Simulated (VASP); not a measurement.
# Pt (P6_3/mmc) in VASP: a series of runs

The runs below take Pt through single point, with r2SCAN.

Everything below comes from runs of VASP 6.6.1. Logs are shortened: lines on timing, memory, paths and dates and some standing lists are left out, and cuts for length are marked.

## Step 1: The cell of the first run

The structure is hexagonal, space group P6_3/mmc (No. 194). Conventional cell: a = 2.774 Å, b = 2.774 Å, c = 4.904 Å, α = 90.00°, β = 90.00°, γ = 120.00°. Pt (site symmetry -6m2) has 12 Pt at 2.77 to 2.93 Å within 3.7 Å.

## Step 2: Single point, r2SCAN (volume scaled by 1.06, then relaxed in part)

POSCAR

```
Pt
1.0
    2.7737101449      0.0000000000      0.0000000000
   -1.3868550725      2.4021034482      0.0000000000
    0.0000000000      0.0000000000      4.9039759019
Pt
2
Direct
    0.6666666667      0.3333333333      0.7500000000
    0.3333333333      0.6666666667      0.2500000000
```

INCAR.step1

```
ALGO = Normal
EDIFF = 1E-4
ENCUT = 520
GGA = PE
ISMEAR = 0
LASPH = True
LCHARG = False
LREAL = False
LWAVE = True
NBANDS = 17
NELM = 80
PREC = Accurate
SIGMA = 0.1
```

INCAR.step2

```
ALGO = Normal
EDIFF = 1E-6
ENCUT = 520
ISIF = 2
ISMEAR = 0
ISTART = 1
LASPH = True
LCHARG = False
LMIXTAU = True
LREAL = False
LWAVE = False
METAGGA = R2SCAN
NBANDS = 17
NELM = 80
PREC = Accurate
SIGMA = 0.1
```

KPOINTS

```
k-points
0
Gamma
  18 18 10
```

Potentials or basis: VASP PAW PBE potentials, release 64 (Pt).

On the command line:

```sh
> cat potpaw_PBE.64/Pt/POTCAR > POTCAR
> cp INCAR.step1 INCAR
> mpirun -np 1 vasp_std > vasp.out
> cp INCAR.step2 INCAR
> mpirun -np 1 vasp_std > vasp.out
```

OUTCAR:

```text
EDIFF = 1E-6
   ENCUT = 520
   ISIF = 2
   ISMEAR = 0
   ISTART = 1
   LASPH = True
   LREAL = False
   METAGGA = R2SCAN
   NELM = 80
   PREC = Accurate

 ion  position               nearest neighbor table
   1  0.667  0.333  0.750-   2 2.93   2 2.93   2 2.93   2 2.93   2 2.93   2 2.93
   2  0.333  0.667  0.250-   1 2.93   1 2.93   1 2.93   1 2.93   1 2.93   1 2.93

  LATTYP: Found a hexagonal cell.
 ALAT       =     2.7737101449
 C/A-ratio  =     1.7680203214

  Lattice vectors:

 A1 = (   2.7737101449,   0.0000000000,   0.0000000000)
 A2 = (  -1.3868550725,   2.4021034482,   0.0000000000)
 A3 = (   0.0000000000,   0.0000000000,   4.9039759019)

Analysis of symmetry for initial positions (statically):
=====================================================================
 Subroutine PRICEL returns:
 Original cell was already a primitive cell.

 Routine SETGRP: Setting up the symmetry group for a
 hexagonal supercell.

 Subroutine GETGRP returns: Found 24 space group operations
 (whereof 12 operations were pure point group operations)
 out of a pool of 24 trial point group operations.

The static configuration has the point symmetry D_3d.
 The point group associated with its full space group is D_6h.

Analysis of symmetry for dynamics (positions and initial velocities):
=====================================================================
 Subroutine PRICEL returns:
 Original cell was already a primitive cell.

 Routine SETGRP: Setting up the symmetry group for a
 hexagonal supercell.

 Subroutine GETGRP returns: Found 24 space group operations
 (whereof 12 operations were pure point group operations)
 out of a pool of 24 trial point group operations.

The dynamic configuration has the point symmetry D_3d.
 The point group associated with its full space group is D_6h.

 Subroutine INISYM returns: Found 24 space group operations
 (whereof 12 operations are pure point group operations),
 and found     1 'primitive' translations

----------------------------------------------------------------------------------------

                                     Primitive cell

  volume of cell :      32.6739

  direct lattice vectors                    reciprocal lattice vectors
     2.773710145  0.000000000  0.000000000     0.360527938  0.208150902  0.000000000
    -1.386855072  2.402103448  0.000000000     0.000000000  0.416301804  0.000000000
     0.000000000  0.000000000  4.903975902     0.000000000  0.000000000  0.203916173

  length of vectors
     2.773710145  2.773710145  4.903975902     0.416301804  0.416301804  0.203916173

  position of ions in fractional coordinates (direct lattice)
     0.666666667  0.333333333  0.750000000
     0.333333333  0.666666667  0.250000000

  ion indices of the primitive-cell ions
   primitive index   ion index
                 1           1
                 2           2

----------------------------------------------------------------------------------------

 KPOINTS: k-points

Automatic generation of k-mesh.
 Grid dimensions read from file:
 generate k-points for:   18   18   10

 Generating k-lattice:

  Cartesian coordinates                     Fractional coordinates (reciprocal lattice)
     0.020029330  0.011563939  0.000000000     0.055555556 -0.000000000  0.000000000
     0.000000000  0.023127878  0.000000000     0.000000000  0.055555556  0.000000000
     0.000000000  0.000000000  0.020391617     0.000000000  0.000000000  0.100000000

  Length of vectors
     0.023127878  0.023127878  0.020391617

  Shift w.r.t. Gamma in fractional coordinates (k-lattice)
     0.000000000  0.000000000  0.000000000

 Subroutine IBZKPT returns following result:
 ===========================================

 Found    222 irreducible k-points:

 Following reciprocal coordinates:
            Coordinates               Weight
  0.000000  0.000000  0.000000      1.000000
  0.055556 -0.000000  0.000000      6.000000
  0.111111 -0.000000  0.000000      6.000000
  0.166667 -0.000000  0.000000      6.000000
  0.222222  0.000000  0.000000      6.000000
  0.277778 -0.000000  0.000000      6.000000
[... 16 lines left out ...]
  0.333333  0.111111  0.000000     12.000000
  0.388889  0.111111  0.000000     12.000000
 [... further k-points ...]
   k-points           NKPTS =    222   k-points in BZ     NKDIM =    222   number of bands    NBANDS=     17
   number of dos      NEDOS =    301   number of ions     NIONS =      2
   total plane-waves  NPLWV =  20736
   dimension x,y,z NGX =    24 NGY =   24 NGZ =   36
   dimension x,y,z NGXF=    48 NGYF=   48 NGZF=   72
   ions per type =               2
   NGX,Y,Z   is equivalent  to a cutoff of  14.38, 14.38, 12.20 a.u.
   NGXF,Y,Z  is equivalent  to a cutoff of  28.77, 28.77, 24.41 a.u.
 SYSTEM =  unknown system
   PREC   = accura    normal or accurate (medium, high low for compatibility)
   ISTART =      1    job   : 0-new  1-cont  2-samecut
   ICHARG =      0    charge: 1-file 2-atom 10-const
   ISPIN  =      1    spin polarized calculation?
   LNONCOLLINEAR =      F non collinear calculations
   LSORBIT =      F    spin-orbit coupling
   LASPH  =      T    aspherical Exc in radial PAW
   ENCUT  =  520.0 eV  38.22 Ry    6.18 a.u.   5.16  5.16  9.12*2*pi/ulx,y,z
   NELM   =     80;   NELMIN=  2; NELMDL=  0     # of ELM steps
   EDIFF  = 0.1E-05   stopping-criterion for ELM
   LREAL  =      F    real-space projection
   EDIFFG = 0.1E-04   stopping-criterion for IOM
   NSW    =      0    number of steps for IOM
   IBRION =     -1    ionic relax: 0-MD 1-quasi-New 2-CG
   NFREE  =      0    steps in history (QN), initial steepest desc. (CG)
   ISIF   =      2    stress and relaxation
   ISYM   =      2    0-nonsym 1-usesym 2-fastsym
   POTIM  = 0.5000    time-step for ionic-motion
   TEBEG  =    0.0;   TEEND  =   0.0 temperature during run
   PSTRESS=    0.0 pullay stress
   NELECT =      20.0000    total number of electrons
   NUPDOWN=      -1.0000    fix difference up-down
   EMIN   =  10.00;   EMAX   =-10.00  energy-range for DOS
   EFERMI =   0.00;   METHOD = LEGACY
   ISMEAR =     0;   SIGMA  =   0.10  broadening in eV -4-tet -1-fermi 0-gaus
   EFERMI_NEDOS =   21; number of points for ismear=-14 and -15
   IALGO  =     38    algorithm
   IMIX   =      4    mixing-type and parameters
     AMIX     =   0.40;   BMIX     =  1.00
     AMIX_MAG =   1.60;   BMIX_MAG =  1.00
  volume/ion in A,a.u.               =      16.34       110.25
  Fermi-wavevector in a.u.,A,eV,Ry     =   1.390010  2.626737 26.288179  1.932127
  Thomas-Fermi vector in A             =   2.513986
   LORBIT       =      0    0 simple, 1 ext, 2 COOP (PROOUT), +10 PAW based schemes
   METAGGA = R2SCAN    functional components
   LHFCALC =     F    Hartree Fock is set to
   AEXX    =    0.0000 exact exchange contribution
   IVDW    =     0    specifies the selected vdW correction
   LEPSILON=     F    determine dielectric tensor
   LRPA    =     F    only Hartree local field effects (RPA)
 non-spin polarized calculation
 Gauss-broadening in eV      SIGMA  =   0.10
  energy-cutoff  :      520.00
  volume of cell :       32.67
 maximum number of plane-waves:       896
 NGX is ok and might be reduce to    24
   NGX = 11   NGY = 11   NGZ = 19

 number of electron      19.9999998 magnetization

 Free energy of the ion-electron system (eV)
  ---------------------------------------------------
  ext. energy  EPLUGINS =         0.00000000
  ---------------------------------------------------
  free energy    TOTEN  =      -102.81368546 eV

  energy without entropy =     -102.79707359  energy(sigma->0) =     -102.80537953

 E-fermi :   9.5085     XC(G=0): -14.0553

 val. band max:        9.4976021081   @ k =   0.2778   0.1111   0.4000
 cond. band min:       9.5088839754   @ k =   0.3333   0.1111   0.1000
 fundamental gap:      0.0112818673
 Fermi energy:         9.5084664493

 k-point     1 :       0.0000    0.0000    0.0000
  band No.  band energies     occupation
      1      -0.0501      2.00000
      2       2.4958      2.00000
      3       5.5708      2.00000
      4       6.1543      2.00000
      5       6.1543      2.00000
      6       6.4767      2.00000
[... 9 lines left out ...]
     16      27.7027      0.00000
     17      31.4993      0.00000

 k-point     2 :       0.0556   -0.0000    0.0000
  band No.  band energies     occupation
      1       0.0657      2.00000
      2       2.6041      2.00000
      3       5.5780      2.00000
      4       6.1327      2.00000
      5       6.2411      2.00000
      6       6.4200      2.00000
[... 9 lines left out ...]
     16      27.8397      0.00000
     17      30.7518      0.00000

 k-point     3 :       0.1111   -0.0000    0.0000
  band No.  band energies     occupation
      1       0.4046      2.00000
      2       2.9106      2.00000
      3       5.5383      2.00000
      4       6.1149      2.00000
      5       6.3115      2.00000
      6       6.4972      2.00000
[... 9 lines left out ...]
     16      27.9512      0.00000
     17      29.6759      0.00000

 k-point     4 :       0.1667   -0.0000    0.0000
  band No.  band energies     occupation
      1       0.9374      2.00000
      2       3.3411      2.00000
      3       5.4191      2.00000
      4       5.9577      2.00000
      5       6.3321      2.00000
      6       6.4746      2.00000
[... 9 lines left out ...]
     16      28.0614      0.00000
     17      28.2913      0.00000

 k-point     5 :       0.2222    0.0000    0.0000
  band No.  band energies     occupation
      1       1.6038      2.00000
      2       3.7032      2.00000
      3       5.4243      2.00000
      4       5.6400      2.00000
      5       5.7493      2.00000
      6       6.9039      2.00000
[... 9 lines left out ...]
     16      26.9881      0.00000
     17      28.5961      0.00000

 k-point     6 :       0.2778   -0.0000    0.0000
  band No.  band energies     occupation
      1       2.2907      2.00000
      2       3.7617      2.00000
      3       5.0591      2.00000
      4       5.6156      2.00000
      5       5.8121      2.00000
      6       6.8092      2.00000
[... 9 lines left out ...]
     16      26.0606      0.00000
     17      27.8646      0.00000

 k-point     7 :       0.3333   -0.0000    0.0000
  band No.  band energies     occupation
      1       2.8271      2.00000
      2       3.6073      2.00000
      3       4.5995      2.00000
      4       5.7458      2.00000
      5       6.3569      2.00000
      6       6.5383      2.00000
[... 9 lines left out ...]
     16      25.1214      0.00000
     17      25.2774      0.00000

 k-point     8 :       0.3889   -0.0000    0.0000
  band No.  band energies     occupation
      1       3.1021      2.00000
      2       3.4250      2.00000
      3       4.2671      2.00000
      4       6.0977      2.00000
      5       6.3277      2.00000
      6       6.6805      2.00000
[... 9 lines left out ...]
     16      23.2801      0.00000
     17      24.2869      0.00000
[... 203 lines left out ...]
      1       1.2499      2.00000
      2       3.6136      2.00000
      3       5.2512      2.00000
      4       5.9519      2.00000
      5       6.0665      2.00000
      6       6.3809      2.00000
[... 9 lines left out ...]
     16      27.6023      0.00000
     17      28.3202      0.00000

 k-point    20 :       0.1667    0.1111    0.0000
  band No.  band energies     occupation
      1       1.9108      2.00000
      2       4.0321      2.00000
      3       5.0981      2.00000
      4       5.5066      2.00000
      5       5.7857      2.00000
      6       6.6472      2.00000
[... 9 lines left out ...]
     16      27.2561      0.00000
     17      28.3771      0.00000

 k-point    21 :       0.2222    0.1111    0.0000
  band No.  band energies     occupation
      1       2.6144      2.00000
      2       4.1225      2.00000
      3       5.0128      2.00000
      4       5.2516      2.00000
      5       5.7736      2.00000
      6       6.4112      2.00000
[... 9 lines left out ...]
     16      26.3093      0.00000
     17      28.0473      0.00000

 k-point    22 :       0.2778    0.1111    0.0000
  band No.  band energies     occupation
      1       3.1861      2.00000
      2       3.9414      2.00000
      3       4.6124      2.00000
      4       5.5534      2.00000
      5       6.1074      2.00000
      6       6.2443      2.00000
[... 9 lines left out ...]
     16      25.4369      0.00000
     17      25.7785      0.00000

 k-point    23 :       0.3333    0.1111    0.0000
  band No.  band energies     occupation
      1       3.4779      2.00000
      2       3.7446      2.00000
      3       4.3190      2.00000
      4       5.9816      2.00000
      5       6.1527      2.00000
      6       6.5333      2.00000
[... 9 lines left out ...]
     16      23.7010      0.00000
     17      24.6259      0.00000

 k-point    24 :       0.3889    0.1111    0.0000
  band No.  band energies     occupation
      1       3.5451      2.00000
      2       3.6284      2.00000
      3       4.1404      2.00000
      4       6.1325      2.00000
      5       6.4500      2.00000
      6       6.4685      2.00000
[... 9 lines left out ...]
     16      22.2355      0.00000
     17      23.9417      0.00000

 [... further k-points ...]
[... 5 lines left out ...]
  --------------------------------------------------------------------------------------
  -------------------------------------------------------------------------------------
  Total       -2.5088200     -2.5088200     -2.5789818      0.0000000      0.0000000      0.0000000
  in kB     -123.0209229   -123.0209229   -126.4613306      0.0000000      0.0000000      0.0000000
  external PRESSURE =    -124.1677255 kB  Pullay stress =       0.0000000 kB

 VOLUME and BASIS-vectors are now :
 -----------------------------------------------------------------------------
  energy-cutoff  :      520.00
  volume of cell :       32.67
      direct lattice vectors                 reciprocal lattice vectors
     2.773710145  0.000000000  0.000000000     0.360527938  0.208150902  0.000000000
    -1.386855072  2.402103448  0.000000000     0.000000000  0.416301804  0.000000000
     0.000000000  0.000000000  4.903975902     0.000000000  0.000000000  0.203916173

 POSITION                                       TOTAL-FORCE (eV/Angst)
 -----------------------------------------------------------------------------------
      1.38686      0.80070      3.67798        -0.000000     -0.000000      0.000000
     -0.00000      1.60140      1.22599         0.000000      0.000000      0.000000
 -----------------------------------------------------------------------------------
    total drift:                               -0.000000      0.000000     -0.000000

  FREE ENERGIE OF THE ION-ELECTRON SYSTEM (eV)
  ---------------------------------------------------
  free  energy   TOTEN  =      -102.8136854637 eV

  energy  without entropy=     -102.7970735910  energy(sigma->0) =     -102.80537953
```

It took 4.6 min on 1 thread of Intel Xeon Platinum 8259CL at 2.50GHz (Skylake/Cascade Lake), shared host; peak memory 0.24 GiB.

Results:

```yaml
Free_energy: -102.8137 eV
Pressure: -12.4 GPa
Band_gap_on_the_k_mesh: zero (band 10 reaches 10.05 eV, above the bottom of band 11 at 8.72 eV)
```

Caveat: the PAW data sets were made with another functional, which shifts forces and pressure a little; spin-orbit coupling is left out, which moves the levels of the heavy elements.

## Step 3: Single point, r2SCAN (volume scaled by 1.10, then relaxed in part)

POSCAR

```
Pt
1.0
    2.7961447182      0.0000000000      0.0000000000
   -1.3980723591      2.4215323586      0.0000000000
    0.0000000000      0.0000000000      5.0076965818
Pt
2
Direct
    0.6666666667      0.3333333333      0.7500000000
    0.3333333333      0.6666666667      0.2500000000
```

INCAR.step1

```
SYSTEM = Pt
PREC = Accurate
ENCUT = 520
ISMEAR = 0
SIGMA = 0.1
LREAL = .False.
LASPH = .True.
NELM = 60
NBANDS = 17
GGA = PE
ALGO = Normal
EDIFF = 1E-4
LWAVE = .True.
LCHARG = .False.
```

INCAR.step2

```
SYSTEM = Pt
PREC = Accurate
ENCUT = 520
EDIFF = 1E-7
ISMEAR = 0
SIGMA = 0.1
LREAL = .False.
LASPH = .True.
NELM = 60
ALGO = Normal
ISIF = 2
LWAVE = .False.
LCHARG = .False.
METAGGA = R2SCAN
LMIXTAU = .True.
NBANDS = 17
ISTART = 1
```

KPOINTS

```
Automatic mesh
0
Gamma
  18 18 10
  0 0 0
```

Potentials or basis: VASP PAW PBE potentials, release 64 (Pt).

On the command line:

```sh
> cat potpaw_PBE.64/Pt/POTCAR > POTCAR
> cp INCAR.step1 INCAR
> mpirun -np 1 vasp_std > vasp.out
> cp INCAR.step2 INCAR
> mpirun -np 1 vasp_std > vasp.out
```

Run time: 7 min. Hardware: 1 thread of Intel Xeon Platinum 8259CL at 2.50GHz (Skylake/Cascade Lake), shared host; peak memory 0.25 GiB.

The run converged. Its results:

- Free energy: -102.6934 eV
- Pressure: -18.5 GPa
- Band gap on the k mesh: zero (band 10 reaches 9.42 eV, above the bottom of band 11 at 8.14 eV)

Stress tensor (GPa, compression positive):
```
-18.36   0.00   0.00
  0.00 -18.36   0.00
  0.00   0.00 -18.74
```

Levels at points of the mesh, in eV from the Fermi level:
```csv
k point,band 8,band 9,band 10,band 11,band 12,band 13
"(0.00, 0.00, 0.00)",-1.50,-1.50,-0.36,-0.22,-0.22,4.10
"(0.50, 0.00, 0.00)",-0.14,0.40,0.55,2.39,3.85,7.25
"(0.00, 0.00, 0.50)",-3.14,-0.72,-0.72,-0.72,-0.72,11.35
"(0.50, 0.00, 0.50)",-0.66,0.48,0.48,1.95,1.95,6.45
```

Caveat: the PAW data sets were made with another functional, which shifts forces and pressure a little; spin-orbit coupling is left out, which moves the levels of the heavy elements.
